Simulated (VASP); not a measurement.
# TaF4 (P-6m2) in VASP: notebook

TaF4 is run at these levels: PBE; tasks: single point.

All numbers are computed with VASP 6.6.1; they aren't measurements. Logs are shortened: lines on timing, memory, paths and dates and some standing lists are left out, and cuts for length are marked.

## Step 1: The cell of the first run

Symmetry: P-6m2, No. 187, hexagonal system. The conventional cell has a = 4.323 Å, b = 4.323 Å, c = 3.367 Å, α = 90.00°, β = 90.00°, γ = 120.00°. Ta (site symmetry -6m2) has 15 F at 2.50 to 2.74 Å and 2 Ta at 3.37 Å within 3.4 Å. F (site symmetry mm2) has 6 F at 2.06 to 2.26 Å and 4 Ta at 2.74 Å within 2.8 Å. F (site symmetry -6m2) has 6 F at 2.13 Å and 3 Ta at 2.50 Å within 2.8 Å.

The cell was built from a structure type or drawn by symmetry, and may not be a known phase.

## Step 2: Single point, PBE

The input, INCAR:

```
SYSTEM = TaF4
PREC = Accurate
ENCUT = 600
EDIFF = 1E-6
ISMEAR = 0
SIGMA = 0.15
LREAL = .False.
LASPH = .True.
NELM = 120
ALGO = Normal
ISIF = 2
LWAVE = .False.
LCHARG = .False.
GGA = PE
NBANDS = 28
GGA_COMPAT = .False.
```

The input, KPOINTS:

```
Automatic mesh
0
Gamma
  3 3 3
  0 0 0
```

The input, POSCAR:

```
TaF4
1.0
    4.3227275482      0.0000000000      0.0000000000
   -2.1613637741      3.7435918704      0.0000000000
    0.0000000000      0.0000000000      3.3668112332
Ta F
1 4
Direct
    0.3333333333      0.6666666667      0.0000000000
    0.8255988964      0.1744011036      0.5000000000
    0.8255988964      0.6511977928      0.5000000000
    0.3488022072      0.1744011036      0.5000000000
    0.0000000000      0.0000000000      0.0000000000
```

Potentials or basis: VASP PAW PBE potentials, release 64 (Ta_pv, F).

Command:

```bash
$ cat potpaw_PBE.64/Ta_pv/POTCAR potpaw_PBE.64/F/POTCAR > POTCAR
$ mpirun -np 1 vasp_std > vasp.out
```

OUTCAR:

```text
SYSTEM = TaF4
   PREC = Accurate
   ENCUT = 600
   EDIFF = 1E-6
   ISMEAR = 0
   LREAL = .False.
   LASPH = .True.
   NELM = 120
   ISIF = 2
   GGA = PE

 ion  position               nearest neighbor table
   1  0.333  0.667  0.000-   5 2.50   5 2.50   5 2.50   3 2.74   3 2.74   4 2.74   4 2.74   2 2.74
                             2 2.74   2 2.74   2 2.74   3 2.74   3 2.74   4 2.74   4 2.74
   2  0.826  0.174  0.500-   1 2.74   1 2.74   1 2.74   1 2.74
   3  0.826  0.651  0.500-   1 2.74   1 2.74   1 2.74   1 2.74
   4  0.349  0.174  0.500-   1 2.74   1 2.74   1 2.74   1 2.74
   5  0.000  0.000  0.000-   1 2.50   1 2.50   1 2.50

  LATTYP: Found a hexagonal cell.
 ALAT       =     4.3227275482
 C/A-ratio  =     0.7788626962

  Lattice vectors:

 A1 = (   4.3227275482,   0.0000000000,   0.0000000000)
 A2 = (  -2.1613637741,   3.7435918704,   0.0000000000)
 A3 = (   0.0000000000,   0.0000000000,   3.3668112332)

Analysis of symmetry for initial positions (statically):
=====================================================================
 Subroutine PRICEL returns:
 Original cell was already a primitive cell.

 Routine SETGRP: Setting up the symmetry group for a
 hexagonal supercell.

 Subroutine GETGRP returns: Found 12 space group operations
 (whereof 12 operations were pure point group operations)
 out of a pool of 24 trial point group operations.

The static configuration has the point symmetry D_3h.

Analysis of symmetry for dynamics (positions and initial velocities):
=====================================================================
 Subroutine PRICEL returns:
 Original cell was already a primitive cell.

 Routine SETGRP: Setting up the symmetry group for a
 hexagonal supercell.

 Subroutine GETGRP returns: Found 12 space group operations
 (whereof 12 operations were pure point group operations)
 out of a pool of 24 trial point group operations.

The dynamic configuration has the point symmetry D_3h.

 Subroutine INISYM returns: Found 12 space group operations
 (whereof 12 operations are pure point group operations),
 and found     1 'primitive' translations

----------------------------------------------------------------------------------------

                                     Primitive cell

  volume of cell :      54.4835

  direct lattice vectors                    reciprocal lattice vectors
     4.322727548  0.000000000  0.000000000     0.231335422  0.133561568  0.000000000
    -2.161363774  3.743591870  0.000000000     0.000000000  0.267123136  0.000000000
     0.000000000  0.000000000  3.366811233     0.000000000  0.000000000  0.297016949

  length of vectors
     4.322727548  4.322727548  3.366811233     0.267123136  0.267123136  0.297016949

  position of ions in fractional coordinates (direct lattice)
     0.333333333  0.666666667  0.000000000
     0.825598896  0.174401104  0.500000000
     0.825598896  0.651197793  0.500000000
     0.348802207  0.174401104  0.500000000
     0.000000000  0.000000000  0.000000000

  ion indices of the primitive-cell ions
   primitive index   ion index
                 1           1
                 2           2
                 3           3
                 4           4
                 5           5

----------------------------------------------------------------------------------------

 KPOINTS: Automatic mesh

Automatic generation of k-mesh.
 Grid dimensions read from file:
 generate k-points for:    3    3    3

 Generating k-lattice:

  Cartesian coordinates                     Fractional coordinates (reciprocal lattice)
     0.077111807  0.044520523  0.000000000     0.333333333  0.000000000  0.000000000
     0.000000000  0.089041045  0.000000000     0.000000000  0.333333333  0.000000000
     0.000000000  0.000000000  0.099005650     0.000000000  0.000000000  0.333333333

  Length of vectors
     0.089041045  0.089041045  0.099005650

  Shift w.r.t. Gamma in fractional coordinates (k-lattice)
     0.000000000  0.000000000  0.000000000

 Subroutine IBZKPT returns following result:
 ===========================================

 Found      6 irreducible k-points:

 Following reciprocal coordinates:
            Coordinates               Weight
  0.000000  0.000000  0.000000      1.000000
  0.333333  0.000000  0.000000      6.000000
  0.333333  0.333333  0.000000      2.000000
  0.000000  0.000000  0.333333      2.000000
  0.333333  0.000000  0.333333     12.000000
  0.333333  0.333333  0.333333      4.000000
   k-points           NKPTS =      6   k-points in BZ     NKDIM =      6   number of bands    NBANDS=     28
   number of dos      NEDOS =    301   number of ions     NIONS =      5
   total plane-waves  NPLWV =  36288
   dimension x,y,z NGX =    36 NGY =   36 NGZ =   28
   dimension x,y,z NGXF=    72 NGYF=   72 NGZF=   56
   ions per type =               1   4
   NGX,Y,Z   is equivalent  to a cutoff of  13.85, 13.85, 13.83 a.u.
   NGXF,Y,Z  is equivalent  to a cutoff of  27.69, 27.69, 27.65 a.u.
 SYSTEM =  TaF4
   PREC   = accura    normal or accurate (medium, high low for compatibility)
   ISTART =      0    job   : 0-new  1-cont  2-samecut
   ICHARG =      2    charge: 1-file 2-atom 10-const
   ISPIN  =      1    spin polarized calculation?
   LNONCOLLINEAR =      F non collinear calculations
   LSORBIT =      F    spin-orbit coupling
   LASPH  =      T    aspherical Exc in radial PAW
   ENCUT  =  600.0 eV  44.10 Ry    6.64 a.u.   8.63  8.63  6.72*2*pi/ulx,y,z
   NELM   =    120;   NELMIN=  2; NELMDL= -5     # of ELM steps
   EDIFF  = 0.1E-05   stopping-criterion for ELM
   LREAL  =      F    real-space projection
   EDIFFG = 0.1E-04   stopping-criterion for IOM
   NSW    =      0    number of steps for IOM
   IBRION =     -1    ionic relax: 0-MD 1-quasi-New 2-CG
   NFREE  =      0    steps in history (QN), initial steepest desc. (CG)
   ISIF   =      2    stress and relaxation
   ISYM   =      2    0-nonsym 1-usesym 2-fastsym
   POTIM  = 0.5000    time-step for ionic-motion
   TEBEG  =    0.0;   TEEND  =   0.0 temperature during run
   PSTRESS=    0.0 pullay stress
   NELECT =      39.0000    total number of electrons
   NUPDOWN=      -1.0000    fix difference up-down
   EMIN   =  10.00;   EMAX   =-10.00  energy-range for DOS
   EFERMI =   0.00;   METHOD = LEGACY
   ISMEAR =     0;   SIGMA  =   0.15  broadening in eV -4-tet -1-fermi 0-gaus
   EFERMI_NEDOS =   21; number of points for ismear=-14 and -15
   IALGO  =     38    algorithm
   IMIX   =      4    mixing-type and parameters
     AMIX     =   0.40;   BMIX     =  1.00
     AMIX_MAG =   1.60;   BMIX_MAG =  1.00
  volume/ion in A,a.u.               =      10.90        73.53
  Fermi-wavevector in a.u.,A,eV,Ry     =   1.464450  2.767410 29.179257  2.144615
  Thomas-Fermi vector in A             =   2.580425
   LORBIT       =      0    0 simple, 1 ext, 2 COOP (PROOUT), +10 PAW based schemes
   GGA     = PE    functional components
   LHFCALC =     F    Hartree Fock is set to
   AEXX    =    0.0000 exact exchange contribution
   IVDW    =     0    specifies the selected vdW correction
   LEPSILON=     F    determine dielectric tensor
   LRPA    =     F    only Hartree local field effects (RPA)
 non-spin polarized calculation
 Gauss-broadening in eV      SIGMA  =   0.15
  energy-cutoff  :      600.00
  volume of cell :       54.48
 maximum number of plane-waves:      1832
 NGX is ok and might be reduce to    36
   NGX = 17   NGY = 17   NGZ = 13

 number of electron      38.9999990 magnetization

 Free energy of the ion-electron system (eV)
  ---------------------------------------------------
  ext. energy  EPLUGINS =         0.00000000
  ---------------------------------------------------
  free energy    TOTEN  =       -20.87178442 eV

  energy without entropy =      -20.78234755  energy(sigma->0) =      -20.82706599

 E-fermi :   3.1858     XC(G=0): -11.2930

 val. band max:        3.1686952779   @ k =   0.0000   0.0000   0.0000
 cond. band min:       3.2243468648   @ k =   0.3333   0.0000   0.3333
 fundamental gap:      0.0556515870
 Fermi energy:         3.1858459880

 k-point     1 :       0.0000    0.0000    0.0000
  band No.  band energies     occupation
      1     -34.4962      2.00000
      2     -34.4962      2.00000
      3     -34.1069      2.00000
      4     -21.0016      2.00000
      5     -18.5052      2.00000
      6     -18.0164      2.00000
[... 20 lines left out ...]
     27      14.8787      0.00000
     28      14.8787      0.00000

 k-point     2 :       0.3333    0.0000    0.0000
  band No.  band energies     occupation
      1     -34.5083      2.00000
      2     -34.4988      2.00000
      3     -34.1062      2.00000
      4     -20.6527      2.00000
      5     -19.1044      2.00000
      6     -18.0237      2.00000
[... 20 lines left out ...]
     27      13.5495      0.00000
     28      14.3855      0.00000

 k-point     3 :       0.3333    0.3333    0.0000
  band No.  band energies     occupation
      1     -34.5097      2.00000
      2     -34.5047      2.00000
      3     -34.1058      2.00000
      4     -20.4006      2.00000
      5     -19.3937      2.00000
      6     -18.0728      2.00000
[... 20 lines left out ...]
     27      12.0746      0.00000
     28      13.5495      0.00000

 k-point     4 :       0.0000    0.0000    0.3333
  band No.  band energies     occupation
      1     -34.4874      2.00000
      2     -34.4874      2.00000
      3     -34.2058      2.00000
      4     -20.4359      2.00000
      5     -19.1382      2.00000
      6     -17.9575      2.00000
[... 20 lines left out ...]
     27      13.5450      0.00000
     28      14.2185      0.00000

 k-point     5 :       0.3333    0.0000    0.3333
  band No.  band energies     occupation
      1     -34.4978      2.00000
      2     -34.4895      2.00000
      3     -34.2036      2.00000
      4     -20.1297      2.00000
      5     -19.2287      2.00000
      6     -18.2767      2.00000
[... 20 lines left out ...]
     27      12.3082      0.00000
     28      13.5494      0.00000

 k-point     6 :       0.3333    0.3333    0.3333
  band No.  band energies     occupation
      1     -34.4993      2.00000
      2     -34.4943      2.00000
      3     -34.2025      2.00000
      4     -19.8838      2.00000
      5     -19.3566      2.00000
      6     -18.4376      2.00000
[... 20 lines left out ...]
     27      12.4454      0.00000
     28      13.5465      0.00000

------------------------ aborting loop because EDIFF is reached ----------------------------------------

  FORCE on cell =-STRESS in cart. coord.  units (eV):
  Direction    XX          YY          ZZ          XY          YZ          ZX
  --------------------------------------------------------------------------------------
  -------------------------------------------------------------------------------------
  Total       -0.3307127     -0.3307127     -0.3440342      0.0000000     -0.0000000      0.0000000
  in kB       -9.7251515     -9.7251515    -10.1168898      0.0000000     -0.0000000      0.0000000
  external PRESSURE =      -9.8557309 kB  Pullay stress =       0.0000000 kB

 VOLUME and BASIS-vectors are now :
 -----------------------------------------------------------------------------
  energy-cutoff  :      600.00
  volume of cell :       54.48
      direct lattice vectors                 reciprocal lattice vectors
     4.322727548  0.000000000  0.000000000     0.231335422  0.133561568  0.000000000
    -2.161363774  3.743591870  0.000000000     0.000000000  0.267123136  0.000000000
     0.000000000  0.000000000  3.366811233     0.000000000  0.000000000  0.297016949

 POSITION                                       TOTAL-FORCE (eV/Angst)
 -----------------------------------------------------------------------------------
     -0.00000      2.49573      0.00000         0.000000     -0.000000      0.000000
      3.19189      0.65289      1.68341        -0.010296      0.005944     -0.000000
      2.16136      2.43782      1.68341         0.000000     -0.011889      0.000000
      1.13083      0.65289      1.68341         0.010296      0.005944     -0.000000
      0.00000      0.00000      0.00000         0.000000     -0.000000      0.000000
 -----------------------------------------------------------------------------------
    total drift:                                0.000001     -0.000001     -0.000000

  FREE ENERGIE OF THE ION-ELECTRON SYSTEM (eV)
  ---------------------------------------------------
  free  energy   TOTEN  =       -20.8717844196 eV

  energy  without entropy=      -20.7823475505  energy(sigma->0) =      -20.82706599
```

Wall time 12 s (1 thread of AMD EPYC 9R45 (Zen 5), shared host); peak memory 0.16 GiB.

Results:

```
Free energy            : -20.8718 eV
Pressure               : -1.0 GPa
Largest force          : 0.012 eV/Å
Band gap on the k mesh : zero (an odd number of electrons rules out a gap without spin polarisation)
```

Forces in eV/Å, atoms in the order of the input:
```
Ta   0.000  0.000  0.000
F   -0.010  0.006  0.000
F    0.000 -0.012  0.000
F    0.010  0.006  0.000
F    0.000  0.000  0.000
```

Caveat: the k points lie up to 0.62 Å⁻¹ apart, too coarse for converged energies and pressures of a metal; spin-orbit coupling is left out, which moves the levels of the heavy elements; an odd number of electrons without spin polarisation forces a metal; a magnetic or distorted state may lie lower.

## Step 3: Single point, PBE

This run uses another cell than the first one, of 14.67 Å³/atom.

The input, INCAR:

```
PREC     = Accurate       # precision mode
ENCUT    = 600            # plane-wave cutoff, eV
EDIFF    = 1E-6           # SCF threshold, eV
ISMEAR   = 0              # smearing method
SIGMA    = 0.15           # smearing width, eV
LREAL    = False          # projectors in reciprocal space
LASPH    = True           # aspherical terms in the spheres
NELM     = 120            # most SCF steps
ALGO     = Normal         # electronic algorithm
ISIF     = 2              # what is computed and relaxed
LWAVE    = False          # write WAVECAR
LCHARG   = False          # write CHGCAR
GGA      = PE             # functional
NBANDS   = 28             # bands
GGA_COMPAT= False
```

The input, KPOINTS:

```
Automatic mesh
0
Gamma
  4 4 2
```

The input, POSCAR:

```
TaF4
1.0
    3.4433685759     -0.0000000032      0.0000000000
   -1.7216842851      2.9820446629      0.0000000000
    0.0000000000      0.0000000000      7.1455155665
Ta F
1 4
Direct
    0.6666666667      0.3333333333      0.0000000000
    0.3333333333      0.6666666667      0.7153958634
    0.3333333333      0.6666666667      0.2846041366
    0.3333333333      0.6666666667      0.0000000000
    0.0000000000      0.0000000000      0.5000000000
```

Potentials or basis: VASP PAW PBE potentials, release 64 (Ta_pv, F).

Command:

```bash
$ cat potpaw_PBE.64/Ta_pv/POTCAR potpaw_PBE.64/F/POTCAR > POTCAR
$ mpirun -np 1 vasp_std > vasp.out
```

It took 20 s on 1 thread of AMD EPYC 9R45 (Zen 5), shared host; peak memory 0.18 GiB.

The run converged. Its results:

```yaml
Free_energy: -19.9034 eV
Pressure: 0.3 GPa
Largest_force: 0.026 eV/Å
Band_gap_on_the_k_mesh: zero (an odd number of electrons rules out a gap without spin polarisation)
```

Forces in eV/Å, atoms in the order of the input:
```
Ta   0.000  0.000  0.000
F    0.000  0.000 -0.026
F    0.000  0.000  0.026
F    0.000  0.000  0.000
F    0.000  0.000  0.000
```

Stress tensor (GPa, compression positive):
```
 0.51  0.00  0.00
 0.00  0.51  0.00
 0.00  0.00 -0.05
```

Levels at points of the mesh, in eV from the Fermi level:
```tsv
k point	band 18	band 19	band 20	band 21	band 22	band 23
(0.00, 0.00, 0.00)	-0.38	-0.11	-0.11	0.35	0.48	0.48
(0.50, 0.00, 0.00)	-0.23	-0.19	-0.08	0.30	0.41	1.03
(0.00, 0.00, 0.50)	-0.56	-0.17	-0.17	0.52	0.52	0.84
(0.50, 0.00, 0.50)	-0.34	-0.29	-0.26	0.46	0.52	1.12
```

Caveat: the k points lie up to 0.53 Å⁻¹ apart, too coarse for converged energies and pressures of a metal; spin-orbit coupling is left out, which moves the levels of the heavy elements; an odd number of electrons without spin polarisation forces a metal; a magnetic or distorted state may lie lower.
